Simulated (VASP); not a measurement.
# LiTa16 (a cell with a defect) in VASP: notebook

Runs on LiTa16 (a cell with a defect). Level: LDA. Tasks: single point.

Everything below comes from runs of VASP 6.6.1. Logs are shortened: lines on timing, memory, paths and dates and some standing lists are left out, and cuts for length are marked.

## (1) The cell of the first run

The cell holds a defect, 17 atoms: a = 6.620 Å, b = 6.620 Å, c = 6.620 Å, α = 90.00°, β = 90.00°, γ = 90.00°.

## (2) Single point, LDA

Input file INCAR:

```
PREC     = Accurate       # precision mode
ENCUT    = 520            # plane-wave cutoff, eV
EDIFF    = 1E-6           # SCF threshold, eV
ISMEAR   = -1             # smearing method
SIGMA    = 0.15           # smearing width, eV
LREAL    = Auto         
LASPH    = True           # aspherical terms in the spheres
NELM     = 60             # most SCF steps
ALGO     = Normal         # electronic algorithm
ISIF     = 2              # what is computed and relaxed
LWAVE    = False          # write WAVECAR
LCHARG   = False          # write CHGCAR
GGA      = CA             # functional
NBANDS   = 104            # bands
```

Input file KPOINTS:

```
regular mesh
0
Gamma
  3 3 3
```

Input file POSCAR:

```
LiTa16
1.0
    6.6200000000      0.0000000000      0.0000000000
    0.0000000000      6.6200000000      0.0000000000
    0.0000000000      0.0000000000      6.6200000000
Ta Li
16 1
Direct
    0.0250806647     -0.0395809668     -0.0002194864
    0.5081145015      0.0061652568     -0.0003581571
    0.0260129909      0.5413055891     -0.0002250755
   -0.0023293051     -0.0011199396      0.4997117825
    0.2419273414      0.2505309668      0.2440347432
    0.5078980363      0.4950427492     -0.0003575529
    0.4882063444     -0.0053783988      0.4995229607
    0.7247418429      0.2503072508      0.2898885196
   -0.0022006042      0.5020560423      0.4997083082
    0.2617694864      0.7507243202      0.2555212991
    0.2420548338      0.2505305136      0.7551614804
    0.4883282477      0.5062864048      0.4995234139
    0.7523046828      0.7504182779      0.2512672205
    0.7241690332      0.2503137462      0.7090003021
    0.2616909366      0.7507238671      0.7438543807
    0.7522222054      0.7504222054      0.7480948640
    0.8749965257      0.2515329305     -0.0009607251
```

Potentials or basis: VASP PAW LDA potentials, release 64 (Ta_pv, Li_sv).

On the command line:

```sh
> cat potpaw_LDA.64/Ta_pv/POTCAR potpaw_LDA.64/Li_sv/POTCAR > POTCAR
> mpirun -np 1 vasp_std > vasp.out
```

OUTCAR:

```text
PREC = Accurate
   ENCUT = 520
   EDIFF = 1E-6
   ISMEAR = -1
   LREAL = Auto
   LASPH = True
   NELM = 60
   ISIF = 2
   GGA = CA

 ion  position               nearest neighbor table
   1  0.025  0.960  1.000-  17 2.17  10 2.69  15 2.69   3 2.77  13 2.82  16 2.82   5 2.89  11 2.89
                             2 3.21   4 3.32   4 3.33   8 3.37  14 3.37   2 3.44
   2  0.508  0.006  1.000-  16 2.87  13 2.87  11 2.89   5 2.89  14 2.89   8 2.89  15 2.90  10 2.90
                            17 2.92   1 3.21   6 3.24   7 3.31   7 3.31   6 3.38   1 3.44
   3  0.026  0.541  1.000-  17 2.16  10 2.69  15 2.69   1 2.77  13 2.82  16 2.82   5 2.89  11 2.89
                             6 3.20   9 3.32   9 3.33   8 3.37  14 3.38   6 3.44
   4  0.998  0.999  0.500-   8 2.82  14 2.82  13 2.84  16 2.84  11 2.87   5 2.87  15 2.89  10 2.89
                             7 3.25   9 3.29   1 3.32   1 3.33   9 3.33   7 3.37
   5  0.242  0.251  0.244-   9 2.87   4 2.87   6 2.89   2 2.89   3 2.89   1 2.89  12 2.90   7 2.90
                            17 2.92   8 3.21  11 3.24  10 3.31  10 3.31  11 3.38   8 3.44
   6  0.508  0.495  1.000-  16 2.87  13 2.87  11 2.89   5 2.89  14 2.89   8 2.89  15 2.90  10 2.90
                            17 2.92   3 3.20   2 3.24  12 3.31  12 3.31   2 3.38   3 3.44
   7  0.488  0.995  0.500-  14 2.69   8 2.69  10 2.73  15 2.73  13 2.89  16 2.89   5 2.90  11 2.90
                            12 3.23   4 3.25   2 3.31   2 3.31   4 3.37  12 3.39
   8  0.725  0.250  0.290-  17 2.17   7 2.69  12 2.69  14 2.77   4 2.82   9 2.82   2 2.89   6 2.89
                             5 3.21  13 3.32  13 3.33   1 3.37   3 3.37   5 3.44
   9  0.998  0.502  0.500-   8 2.82  14 2.82  13 2.84  16 2.84  11 2.87   5 2.87  15 2.89  10 2.89
                            12 3.25   4 3.29   3 3.32   3 3.33   4 3.33  12 3.37
  10  0.262  0.751  0.256-   3 2.69   1 2.69   7 2.73  12 2.73   4 2.89   9 2.89   2 2.90   6 2.90
                            15 3.23  13 3.25   5 3.31   5 3.31  13 3.37  15 3.39
  11  0.242  0.251  0.755-   9 2.87   4 2.87   6 2.89   2 2.89   3 2.89   1 2.89  12 2.90   7 2.90
                            17 2.92  14 3.21   5 3.24  15 3.31  15 3.31   5 3.38  14 3.44
  12  0.488  0.506  0.500-  14 2.69   8 2.69  10 2.73  15 2.74  13 2.89  16 2.89   5 2.90  11 2.90
                             7 3.23   9 3.25   6 3.31   6 3.31   9 3.37   7 3.39
  13  0.752  0.750  0.251-   1 2.82   3 2.82   4 2.84   9 2.84   6 2.87   2 2.87  12 2.89   7 2.89
                            10 3.25  16 3.29   8 3.32   8 3.33  16 3.33  10 3.37
  14  0.724  0.250  0.709-  17 2.16   7 2.69  12 2.69   8 2.77   4 2.82   9 2.82   2 2.89   6 2.89
                            11 3.21  16 3.32  16 3.33   1 3.37   3 3.38  11 3.44
  15  0.262  0.751  0.744-   3 2.69   1 2.69   7 2.73  12 2.74   4 2.89   9 2.89   2 2.90   6 2.90
                            10 3.23  16 3.25  11 3.31  11 3.31  16 3.37  10 3.39
  16  0.752  0.750  0.748-   1 2.82   3 2.82   4 2.84   9 2.84   6 2.87   2 2.87  12 2.89   7 2.89
                            15 3.25  13 3.29  14 3.32  14 3.33  13 3.33  15 3.37
  17  0.875  0.252  0.999-   3 2.16  14 2.16   8 2.17   1 2.17   6 2.92  11 2.92   5 2.92   2 2.92

  LATTYP: Found a simple cubic cell.
 ALAT       =     6.6200000000

  Lattice vectors:

 A1 = (   6.6200000000,   0.0000000000,   0.0000000000)
 A2 = (   0.0000000000,   6.6200000000,   0.0000000000)
 A3 = (   0.0000000000,   0.0000000000,   6.6200000000)

Analysis of symmetry for initial positions (statically):
=====================================================================
 Subroutine PRICEL returns:
 Original cell was already a primitive cell.

 Routine SETGRP: Setting up the symmetry group for a
 simple cubic supercell.

 Subroutine GETGRP returns: Found  1 space group operations
 (whereof  1 operations were pure point group operations)
 out of a pool of 48 trial point group operations.

The static configuration has the point symmetry C_1 .

Analysis of symmetry for dynamics (positions and initial velocities):
=====================================================================
 Subroutine PRICEL returns:
 Original cell was already a primitive cell.

 Routine SETGRP: Setting up the symmetry group for a
 simple cubic supercell.

 Subroutine GETGRP returns: Found  1 space group operations
 (whereof  1 operations were pure point group operations)
 out of a pool of 48 trial point group operations.

The dynamic configuration has the point symmetry C_1 .

 Subroutine INISYM returns: Found  1 space group operations
 (whereof  1 operations are pure point group operations),
 and found     1 'primitive' translations

----------------------------------------------------------------------------------------

                                     Primitive cell

  volume of cell :     290.1175

  direct lattice vectors                    reciprocal lattice vectors
     6.620000000  0.000000000  0.000000000     0.151057402  0.000000000  0.000000000
     0.000000000  6.620000000  0.000000000     0.000000000  0.151057402  0.000000000
     0.000000000  0.000000000  6.620000000     0.000000000  0.000000000  0.151057402

  length of vectors
     6.620000000  6.620000000  6.620000000     0.151057402  0.151057402  0.151057402

  position of ions in fractional coordinates (direct lattice)
     0.025080665  0.960419033  0.999780514
     0.508114502  0.006165257  0.999641843
     0.026012991  0.541305589  0.999774925
     0.997670695  0.998880060  0.499711783
     0.241927341  0.250530967  0.244034743
     0.507898036  0.495042749  0.999642447
[... 9 lines left out ...]
     0.752222205  0.750422205  0.748094864
     0.874996526  0.251532930  0.999039275

  ion indices of the primitive-cell ions
   primitive index   ion index
                 1           1
                 2           2
                 3           3
                 4           4
                 5           5
                 6           6
[... 9 lines left out ...]
                16          16
                17          17

----------------------------------------------------------------------------------------

 KPOINTS: regular mesh

Automatic generation of k-mesh.
 Grid dimensions read from file:
 generate k-points for:    3    3    3

 Generating k-lattice:

  Cartesian coordinates                     Fractional coordinates (reciprocal lattice)
     0.050352467  0.000000000  0.000000000     0.333333333  0.000000000  0.000000000
     0.000000000  0.050352467  0.000000000     0.000000000  0.333333333  0.000000000
     0.000000000  0.000000000  0.050352467     0.000000000  0.000000000  0.333333333

  Length of vectors
     0.050352467  0.050352467  0.050352467

  Shift w.r.t. Gamma in fractional coordinates (k-lattice)
     0.000000000  0.000000000  0.000000000

 Subroutine IBZKPT returns following result:
 ===========================================

 Found     14 irreducible k-points:

 Following reciprocal coordinates:
            Coordinates               Weight
  0.000000  0.000000  0.000000      1.000000
  0.333333  0.000000  0.000000      2.000000
  0.000000  0.333333  0.000000      2.000000
  0.000000  0.000000  0.333333      2.000000
  0.333333  0.333333  0.000000      2.000000
  0.000000  0.333333  0.333333      2.000000
  0.333333  0.000000  0.333333      2.000000
 -0.333333  0.333333  0.000000      2.000000
 -0.333333  0.000000  0.333333      2.000000
  0.000000 -0.333333  0.333333      2.000000
  0.333333  0.333333  0.333333      2.000000
 -0.333333  0.333333  0.333333      2.000000
 -0.333333 -0.333333  0.333333      2.000000
  0.333333 -0.333333  0.333333      2.000000
   k-points           NKPTS =     14   k-points in BZ     NKDIM =     14   number of bands    NBANDS=    104
   number of dos      NEDOS =    301   number of ions     NIONS =     17
   total plane-waves  NPLWV = 125000
   dimension x,y,z NGX =    50 NGY =   50 NGZ =   50
   dimension x,y,z NGXF=   100 NGYF=  100 NGZF=  100
   ions per type =              16   1
   NGX,Y,Z   is equivalent  to a cutoff of  12.56, 12.56, 12.56 a.u.
   NGXF,Y,Z  is equivalent  to a cutoff of  25.11, 25.11, 25.11 a.u.
 SYSTEM =  unknown system
   PREC   = accura    normal or accurate (medium, high low for compatibility)
   ISTART =      0    job   : 0-new  1-cont  2-samecut
   ICHARG =      2    charge: 1-file 2-atom 10-const
   ISPIN  =      1    spin polarized calculation?
   LNONCOLLINEAR =      F non collinear calculations
   LSORBIT =      F    spin-orbit coupling
   LASPH  =      T    aspherical Exc in radial PAW
   ENCUT  =  520.0 eV  38.22 Ry    6.18 a.u.  12.31 12.31 12.31*2*pi/ulx,y,z
   NELM   =     60;   NELMIN=  2; NELMDL= -5     # of ELM steps
   EDIFF  = 0.1E-05   stopping-criterion for ELM
   LREAL  =      T    real-space projection
   EDIFFG = 0.1E-04   stopping-criterion for IOM
   NSW    =      0    number of steps for IOM
   IBRION =     -1    ionic relax: 0-MD 1-quasi-New 2-CG
   NFREE  =      0    steps in history (QN), initial steepest desc. (CG)
   ISIF   =      2    stress and relaxation
   ISYM   =      2    0-nonsym 1-usesym 2-fastsym
   POTIM  = 0.5000    time-step for ionic-motion
   TEBEG  =    0.0;   TEEND  =   0.0 temperature during run
   PSTRESS=    0.0 pullay stress
   NELECT =     179.0000    total number of electrons
   NUPDOWN=      -1.0000    fix difference up-down
   EMIN   =  10.00;   EMAX   =-10.00  energy-range for DOS
   EFERMI =   0.00;   METHOD = LEGACY
   ISMEAR =    -1;   SIGMA  =   0.15  broadening in eV -4-tet -1-fermi 0-gaus
   EFERMI_NEDOS =   21; number of points for ismear=-14 and -15
   IALGO  =     38    algorithm
   IMIX   =      4    mixing-type and parameters
     AMIX     =   0.40;   BMIX     =  1.00
     AMIX_MAG =   1.60;   BMIX_MAG =  1.00
  volume/ion in A,a.u.               =      17.07       115.17
  Fermi-wavevector in a.u.,A,eV,Ry     =   1.393695  2.633702 26.427776  1.942387
  Thomas-Fermi vector in A             =   2.517316
   LORBIT       =      0    0 simple, 1 ext, 2 COOP (PROOUT), +10 PAW based schemes
   GGA     = CA    functional components
   LHFCALC =     F    Hartree Fock is set to
   AEXX    =    0.0000 exact exchange contribution
   IVDW    =     0    specifies the selected vdW correction
   LEPSILON=     F    determine dielectric tensor
   LRPA    =     F    only Hartree local field effects (RPA)
 non-spin polarized calculation
  energy-cutoff  :      520.00
  volume of cell :      290.12
 maximum number of plane-waves:      7820
 NGX is ok and might be reduce to    50
   NGX = 25   NGY = 25   NGZ = 25

 number of electron     178.9999980 magnetization

 Free energy of the ion-electron system (eV)
  ---------------------------------------------------
  ext. energy  EPLUGINS =         0.00000000
  ---------------------------------------------------
  free energy    TOTEN  =      -203.76795065 eV

  energy without entropy =     -202.48669280  energy(sigma->0) =     -203.12732173

 E-fermi :   5.6440     XC(G=0): -12.8181

 val. band max:        5.6284057446   @ k =  -0.3333   0.3333   0.0000
 cond. band min:       5.6619187536   @ k =   0.0000   0.3333   0.3333
 fundamental gap:      0.0335130090
 Fermi energy:         5.6440042939

 k-point     1 :       0.0000    0.0000    0.0000
  band No.  band energies     occupation
      1     -39.8472      2.00000
      2     -28.7786      2.00000
      3     -28.6160      2.00000
      4     -28.5752      2.00000
      5     -28.5751      2.00000
      6     -28.5477      2.00000
[... 1445 lines left out ...]
    100       7.8993      0.00000
    101       8.3455      0.00000
 [bands above 101 left out]

------------------------ aborting loop because EDIFF is reached ----------------------------------------

  FORCE on cell =-STRESS in cart. coord.  units (eV):
  Direction    XX          YY          ZZ          XY          YZ          ZX
  --------------------------------------------------------------------------------------
  -------------------------------------------------------------------------------------
  Total       -2.8749953      0.7200439      0.7194666      0.0473815      0.0002106      0.0288188
  in kB      -15.8771943      3.9764508      3.9732624      0.2616647      0.0011632      0.1591519
  external PRESSURE =      -2.6424937 kB  Pullay stress =       0.0000000 kB

 VOLUME and BASIS-vectors are now :
 -----------------------------------------------------------------------------
  energy-cutoff  :      520.00
  volume of cell :      290.12
      direct lattice vectors                 reciprocal lattice vectors
     6.620000000  0.000000000  0.000000000     0.151057402  0.000000000  0.000000000
     0.000000000  6.620000000  0.000000000     0.000000000  0.151057402  0.000000000
     0.000000000  0.000000000  6.620000000     0.000000000  0.000000000  0.151057402

 POSITION                                       TOTAL-FORCE (eV/Angst)
 -----------------------------------------------------------------------------------
      0.16603      6.35797      6.61855        -0.018332      0.035249     -0.000569
      3.36372      0.04081      6.61763        -0.016197      0.004457     -0.000040
      0.17221      3.58344      6.61851        -0.025733     -0.037273     -0.000900
      6.60458      6.61259      3.30809         0.010786      0.002523      0.000052
      1.60156      1.65852      1.61551         0.015678      0.000318     -0.004967
      3.36229      3.27718      6.61763        -0.015181     -0.004102     -0.000662
[... 9 lines left out ...]
      4.97971      4.96779      4.95239        -0.009355     -0.000120      0.002421
      5.79248      1.66515      6.61364         0.005093      0.000001      0.000218
 -----------------------------------------------------------------------------------
    total drift:                                0.003718      0.000435      0.000287

  FREE ENERGIE OF THE ION-ELECTRON SYSTEM (eV)
  ---------------------------------------------------
  free  energy   TOTEN  =      -203.7679506550 eV

  energy  without entropy=     -202.4866928003  energy(sigma->0) =     -203.12732173
```

Wall time 7.6 min (1 thread of Intel Xeon 6975P-C (Granite Rapids), shared host); peak memory 0.44 GiB.

What came out:

```
Free energy            : -203.7680 eV
Largest force          : 0.045 eV/Å
Band gap on the k mesh : zero (an odd number of electrons rules out a gap without spin polarisation)
```

Forces on the atoms (eV/Å):
```
Ta  -0.018  0.035 -0.001
Ta  -0.016  0.004  0.000
Ta  -0.026 -0.037 -0.001
Ta   0.011  0.003  0.000
Ta   0.016  0.000 -0.005
Ta  -0.015 -0.004 -0.001
Ta  -0.027  0.001  0.001
Ta   0.020  0.001 -0.036
Ta   0.007 -0.002  0.000
Ta   0.028 -0.003  0.001
Ta   0.015  0.001  0.005
Ta  -0.032  0.001  0.002
Ta  -0.011  0.000 -0.002
Ta   0.024  0.002  0.036
Ta   0.032 -0.002 -0.002
Ta  -0.009  0.000  0.002
Li   0.005  0.000  0.000
```

Levels at points of the mesh, in eV from the Fermi level:
| k point | band 88 | band 89 | band 90 | band 91 | band 92 | band 93 |
| --- | --- | --- | --- | --- | --- | --- |
| (0.00, 0.00, 0.00) | 0.63 | 0.64 | 0.66 | 0.84 | 1.09 | 1.09 |

Caveat: the cutoff is under 1.25 times the usual one of these potentials, so pressure, stress and relaxed cells hold a basis-set (Pulay) error; spin-orbit coupling is left out, which moves the levels of the heavy elements.

## (3) Single point, LDA

Input file INCAR:

```
SYSTEM = LiTa16
PREC     = Accurate       ! precision mode
ENCUT    = 520            ! plane-wave cutoff, eV
EDIFF    = 1E-6           ! SCF threshold, eV
ISMEAR   = -1             ! smearing method
SIGMA    = 0.15           ! smearing width, eV
LREAL    = Auto         
LASPH    = .True.         ! aspherical terms in the spheres
NELM     = 100            ! most SCF steps
ALGO     = Normal         ! electronic algorithm
ISIF     = 2              ! what is computed and relaxed
LWAVE    = .False.        ! write WAVECAR
LCHARG   = .True.         ! write CHGCAR
GGA      = CA             ! functional
LELF     = .True.         ! ELF
LVHAR    = .True.       
NBANDS   = 104            ! bands
```

Input file KPOINTS:

```
Automatic mesh
0
Gamma
  3 3 3
  0 0 0
```

Input file POSCAR:

```
LiTa16
1.0
    6.6200000000      0.0000000000      0.0000000000
    0.0000000000      6.6200000000      0.0000000000
    0.0000000000      0.0000000000      6.6200000000
Ta Li
16 1
Direct
   -0.0053515106      0.0077361027     -0.0003216012
    0.5058368580      0.0077944109     -0.0003217523
    0.0406663142      0.5258382175     -0.0002277946
    0.0059731118     -0.0115623867      0.4996022659
    0.2501889728      0.2521901813      0.2512421450
    0.4599567976      0.5255324773     -0.0002280967
    0.4944379154     -0.0116078550      0.4996003021
    0.7501604230      0.2247000000      0.2899240181
    0.0017851964      0.4979870091      0.4997314199
    0.2502847432      0.7617829305      0.2554759819
    0.2501888218      0.2521283988      0.7481747734
    0.4986262840      0.4979439577      0.4997314199
    0.7502297583      0.7423220544      0.2440883686
    0.7501599698      0.2242764350      0.7091957704
    0.2502826284      0.7617191843      0.7439427492
    0.7502294562      0.7423968278      0.7552279456
    0.7505232628      0.3750711480     -0.0007350453
```

Potentials or basis: VASP PAW LDA potentials, release 64 (Ta_pv, Li_sv).

On the command line:

```sh
> cat potpaw_LDA.64/Ta_pv/POTCAR potpaw_LDA.64/Li_sv/POTCAR > POTCAR
> mpirun -np 1 vasp_std > vasp.out
```

Run time: 6.7 min. Hardware: 1 thread of Intel Xeon 6975P-C (Granite Rapids), shared host; peak memory 0.44 GiB.

The run converged. Its results:

| Property | Result |
| --- | --- |
| Free energy | -203.7680 eV |
| Largest force | 0.040 eV/Å |
| Band gap on the k mesh | zero (an odd number of electrons rules out a gap without spin polarisation) |

Forces on the atoms (eV/Å):
```
Ta   0.001  0.005  0.000
Ta  -0.001  0.005  0.000
Ta  -0.026 -0.031  0.000
Ta   0.009 -0.031  0.001
Ta   0.000  0.004  0.000
Ta   0.027 -0.028  0.000
Ta  -0.008 -0.029  0.001
Ta   0.000  0.027 -0.028
Ta  -0.002 -0.005  0.000
Ta  -0.001  0.027  0.010
Ta   0.000  0.005  0.001
Ta   0.003 -0.004  0.000
Ta  -0.001 -0.005 -0.002
Ta   0.000  0.031  0.025
Ta  -0.001  0.031 -0.010
Ta   0.000 -0.005  0.001
Li  -0.001  0.002  0.001
```

Levels at points of the mesh, in eV from the Fermi level:
```
           k point  band 86  band 87  band 88  band 89  band 90  band 91  band 92  band 93  band 94  band 95
(0.00, 0.00, 0.00)     0.55     0.55     0.64     0.64     0.66     0.84     1.09     1.09     1.24     1.24
```

Caveat: the cutoff is under 1.25 times the usual one of these potentials, so pressure, stress and relaxed cells hold a basis-set (Pulay) error; spin-orbit coupling is left out, which moves the levels of the heavy elements.
